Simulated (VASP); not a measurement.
# KCl (Sylvite) (I4/mmm) in VASP: single point with PBEsol

Aim: the single point of KCl (Sylvite) with PBEsol.

All numbers are computed with VASP 6.6.1; they aren't measurements. Logs are shortened: lines on timing, memory, paths and dates and some standing lists are left out, and cuts for length are marked.

## 1. The cell of the first run

The structure is tetragonal, space group I4/mmm (No. 139). Conventional cell: a = 4.450 Å, b = 4.450 Å, c = 6.041 Å, α = 90.00°, β = 90.00°, γ = 90.00°. Within 4.0 Å of K (site symmetry 4/mmm) lie 6 Cl at 3.02 to 3.15 Å. Cl (site symmetry 4/mmm) has 6 K at 3.02 to 3.15 Å within 4.0 Å.

## 2. Single point, PBEsol

File INCAR:

```
PREC     = Accurate       # precision mode
ENCUT    = 500            # plane-wave cutoff, eV
EDIFF    = 1E-6           # SCF threshold, eV
ISMEAR   = -1             # smearing method
SIGMA    = 0.05           # smearing width, eV
LREAL    = F              # projectors in reciprocal space
LASPH    = T              # aspherical terms in the spheres
NELM     = 120            # most SCF steps
ALGO     = Normal         # electronic algorithm
ISIF     = 2              # what is computed and relaxed
LWAVE    = F              # write WAVECAR
LCHARG   = T              # write CHGCAR
GGA      = PS             # functional
LELF     = T              # ELF
LVHAR    = T            
NBANDS   = 15             # bands
GGA_COMPAT= F
```

File KPOINTS:

```
Automatic mesh
0
Gamma
  6 6 6
```

File POSCAR:

```
KCl
1.0
    0.0000000000      3.1464700000      3.0206112000
    3.1464700000      0.0000000000      3.0206112000
    3.1464700000      3.1464700000      0.0000000000
K Cl
1 1
Direct
    0.0000000000      0.0000000000      0.0000000000
    0.5000000000      0.5000000000      0.5000000000
```

Potentials or basis: VASP PAW PBE potentials, release 64 (K_sv, Cl).

Launch:

```
> cat potpaw_PBE.64/K_sv/POTCAR potpaw_PBE.64/Cl/POTCAR > POTCAR
> mpirun -np 1 vasp_std > vasp.out
```

OUTCAR:

```text
PREC = Accurate
   ENCUT = 500
   EDIFF = 1E-6
   ISMEAR = -1
   LREAL = F
   LASPH = T
   NELM = 120
   ISIF = 2
   GGA = PS

 ion  position               nearest neighbor table
   1  0.000  0.000  0.000-   2 3.02   2 3.02   2 3.15   2 3.15   2 3.15   2 3.15
   2  0.500  0.500  0.500-   1 3.02   1 3.02   1 3.15   1 3.15   1 3.15   1 3.15

  LATTYP: Found a body centered tetragonal cell.
 ALAT       =     4.4497805476
 C/A-ratio  =     1.3576450199

  Lattice vectors:

 A1 = (   0.0000000000,  -3.1464700000,  -3.0206112000)
 A2 = (   0.0000000000,   3.1464700000,  -3.0206112000)
 A3 = (   3.1464700000,   0.0000000000,   3.0206112000)

Analysis of symmetry for initial positions (statically):
=====================================================================
 Subroutine PRICEL returns:
 Original cell was already a primitive cell.

 Routine SETGRP: Setting up the symmetry group for a
 body centered tetragonal supercell.

 Subroutine GETGRP returns: Found 16 space group operations
 (whereof 16 operations were pure point group operations)
 out of a pool of 16 trial point group operations.

The static configuration has the point symmetry D_4h.

Analysis of symmetry for dynamics (positions and initial velocities):
=====================================================================
 Subroutine PRICEL returns:
 Original cell was already a primitive cell.

 Routine SETGRP: Setting up the symmetry group for a
 body centered tetragonal supercell.

 Subroutine GETGRP returns: Found 16 space group operations
 (whereof 16 operations were pure point group operations)
 out of a pool of 16 trial point group operations.

The dynamic configuration has the point symmetry D_4h.

 Subroutine INISYM returns: Found 16 space group operations
 (whereof 16 operations are pure point group operations),
 and found     1 'primitive' translations

----------------------------------------------------------------------------------------

                                     Primitive cell

  volume of cell :      59.8098

  direct lattice vectors                    reciprocal lattice vectors
     0.000000000  3.146470000  3.020611200    -0.158908237  0.158908237  0.165529413
     3.146470000  0.000000000  3.020611200     0.158908237 -0.158908237  0.165529413
     3.146470000  3.146470000  0.000000000     0.158908237  0.158908237 -0.165529413

  length of vectors
     4.361692961  4.361692961  4.449780548     0.279112239  0.279112239  0.279112239

  position of ions in fractional coordinates (direct lattice)
[... 89 lines left out ...]
   PSTRESS=    0.0 pullay stress
   NELECT =      16.0000    total number of electrons
   NUPDOWN=      -1.0000    fix difference up-down
   EMIN   =  10.00;   EMAX   =-10.00  energy-range for DOS
   EFERMI =   0.00;   METHOD = LEGACY
   ISMEAR =    -1;   SIGMA  =   0.05  broadening in eV -4-tet -1-fermi 0-gaus
   EFERMI_NEDOS =   21; number of points for ismear=-14 and -15
   IALGO  =     38    algorithm
   IMIX   =      4    mixing-type and parameters
     AMIX     =   0.40;   BMIX     =  1.00
     AMIX_MAG =   1.60;   BMIX_MAG =  1.00
  volume/ion in A,a.u.               =      29.90       201.81
  Fermi-wavevector in a.u.,A,eV,Ry     =   1.054850  1.993378 15.139326  1.112709
  Thomas-Fermi vector in A             =   2.190026
   LORBIT       =      0    0 simple, 1 ext, 2 COOP (PROOUT), +10 PAW based schemes
   GGA     = PS    functional components
   LHFCALC =     F    Hartree Fock is set to
   AEXX    =    0.0000 exact exchange contribution
   IVDW    =     0    specifies the selected vdW correction
   LEPSILON=     F    determine dielectric tensor
   LRPA    =     F    only Hartree local field effects (RPA)
 non-spin polarized calculation
  energy-cutoff  :      500.00
  volume of cell :       59.81
 maximum number of plane-waves:      1540
   NGX = 15   NGY = 15   NGZ = 17

 number of electron      16.0000001 magnetization

 Free energy of the ion-electron system (eV)
  ---------------------------------------------------
  ext. energy  EPLUGINS =         0.00000000
  ---------------------------------------------------
  free energy    TOTEN  =        -7.01228593 eV

  energy without entropy =       -7.01228593  energy(sigma->0) =       -7.01228593

 E-fermi :  -0.6457     XC(G=0):  -7.8955

 val. band max:       -1.7123831556   @ k =   0.0000   0.0000   0.0000
 cond. band min:       3.4076439427   @ k =   0.0000   0.0000   0.0000
 fundamental gap:      5.1200270983
 Fermi energy:        -0.6456893703

 k-point     1 :       0.0000    0.0000    0.0000
  band No.  band energies     occupation
      1     -28.6835      2.00000
      2     -13.8822      2.00000
      3     -12.2178      2.00000
      4     -12.2098      2.00000
      5     -12.2098      2.00000
      6      -1.7519      2.00000
      7      -1.7519      2.00000
      8      -1.7124      2.00000
      9       3.4076      0.00000
     10       6.4785      0.00000
     11       6.4785      0.00000
     12       6.7583      0.00000
     13       7.3760      0.00000
     14       7.5952      0.00000
[... 401 lines left out ...]
      2     -13.8643      2.00000
      3     -12.3322      2.00000
      4     -12.2615      2.00000
      5     -12.1942      2.00000
      6      -2.4772      2.00000
      7      -2.1202      2.00000
      8      -1.9949      2.00000
      9       5.1081      0.00000
     10       6.6800      0.00000
     11       8.1472      0.00000
     12       8.7728      0.00000
     13       8.9562      0.00000
     14       9.7379      0.00000
     15      10.1954      0.00000

 [... further k-points ...]

------------------------ aborting loop because EDIFF is reached ----------------------------------------

  FORCE on cell =-STRESS in cart. coord.  units (eV):
  Direction    XX          YY          ZZ          XY          YZ          ZX
  --------------------------------------------------------------------------------------
  -------------------------------------------------------------------------------------
  Total       -0.0513723     -0.0513723      0.6421538      0.0000000     -0.0000000      0.0000000
  in kB       -1.3761555     -1.3761555     17.2019478      0.0000000     -0.0000000      0.0000000
  external PRESSURE =       4.8165456 kB  Pullay stress =       0.0000000 kB

 VOLUME and BASIS-vectors are now :
 -----------------------------------------------------------------------------
  energy-cutoff  :      500.00
  volume of cell :       59.81
      direct lattice vectors                 reciprocal lattice vectors
     0.000000000  3.146470000  3.020611200    -0.158908237  0.158908237  0.165529413
     3.146470000  0.000000000  3.020611200     0.158908237 -0.158908237  0.165529413
     3.146470000  3.146470000  0.000000000     0.158908237  0.158908237 -0.165529413

 POSITION                                       TOTAL-FORCE (eV/Angst)
 -----------------------------------------------------------------------------------
      0.00000      0.00000      0.00000         0.000000      0.000000     -0.000000
      3.14647      3.14647      3.02061        -0.000000     -0.000000      0.000000
 -----------------------------------------------------------------------------------
    total drift:                                0.000000     -0.000000     -0.000000

  FREE ENERGIE OF THE ION-ELECTRON SYSTEM (eV)
  ---------------------------------------------------
  free  energy   TOTEN  =        -7.0122859345 eV

  energy  without entropy=       -7.0122859344  energy(sigma->0) =       -7.01228593
```

OSZICAR:

```text
N       E                     dE             d eps       ncg     rms          rms(c)
DAV:   1     0.100799811564E+03    0.10080E+03   -0.68921E+03   900   0.925E+02
DAV:   2    -0.104917532651E+01   -0.10185E+03   -0.93942E+02  1183   0.237E+02
DAV:   3    -0.705293073643E+01   -0.60038E+01   -0.59696E+01  1236   0.507E+01
DAV:   4    -0.725318422156E+01   -0.20025E+00   -0.20020E+00  1346   0.874E+00
DAV:   5    -0.725485172723E+01   -0.16675E-02   -0.16675E-02  1271   0.840E-01    0.350E+00
DAV:   6    -0.701508190158E+01    0.23977E+00   -0.34121E-01  1103   0.319E+00    0.286E+00
DAV:   7    -0.700183040294E+01    0.13251E-01   -0.80006E-02  1229   0.170E+00    0.161E+00
DAV:   8    -0.701128614212E+01   -0.94557E-02   -0.14739E-02  1211   0.891E-01    0.189E-01
DAV:   9    -0.701174991024E+01   -0.46377E-03   -0.62678E-04  1188   0.158E-01    0.918E-02
DAV:  10    -0.701227782032E+01   -0.52791E-03   -0.53635E-04   949   0.142E-01    0.229E-02
DAV:  11    -0.701228356012E+01   -0.57398E-05   -0.19427E-05  1232   0.265E-02    0.143E-02
DAV:  12    -0.701228571313E+01   -0.21530E-05   -0.46498E-06  1005   0.125E-02    0.407E-03
DAV:  13    -0.701228593449E+01   -0.22136E-06   -0.53714E-07   801   0.482E-03
   1 F= -.70122859E+01 E0= -.70122859E+01  d E =-.369987E-10
```

stdout:

```text
POSCAR found type information on POSCAR K Cl
 POSCAR found :  2 types and       2 ions
 scaLAPACK will be used
 -----------------------------------------------------------------------------
|                                                                             |
|                                                                             |
|     You enforced a specific xc type in the INCAR file but a different       |
|     I HOPE YOU KNOW WHAT YOU ARE DOING!                                     |
|                                                                             |
 -----------------------------------------------------------------------------

 LDA part: xc-table for (Slater+PW92), standard interpolation
 POSCAR, INCAR and KPOINTS ok, starting setup
 FFT: planning ... GRIDC
 FFT: planning ... GRID_SOFT
 FFT: planning ... GRID
 WAVECAR not read
 entering main loop
```

Run time: 8.6 s. Hardware: 1 thread of Intel Xeon 6975P-C (Granite Rapids), shared host; peak memory 0.18 GiB.

What came out:

```
Free energy            : -7.0123 eV
Pressure               : 0.5 GPa
Band gap on the k mesh : 5.12 eV, direct
```

Stress tensor (GPa, compression positive):
```
-0.14  0.00  0.00
 0.00 -0.14  0.00
 0.00  0.00  1.72
```

Levels at points of the mesh, in eV from the valence-band top:
| k point | band 6 | band 7 | band 8 | band 9 | band 10 | band 11 |
| --- | --- | --- | --- | --- | --- | --- |
| (0.00, 0.00, 0.00) | -0.04 | -0.04 | 0.00 | 5.12 | 8.19 | 8.19 |
| (0.50, 0.00, 0.00) | -1.19 | -0.40 | -0.40 | 7.51 | 8.61 | 10.56 |
| (0.50, 0.50, 0.00) | -0.67 | -0.30 | -0.30 | 6.29 | 8.43 | 10.27 |
| (0.50, 0.00, 0.50) | -0.76 | -0.25 | -0.24 | 6.35 | 8.36 | 10.03 |

Caveat: the PAW data sets were made with another functional, which shifts forces and pressure a little. PBEsol gaps usually lie below the measured ones, often by a third to a half.
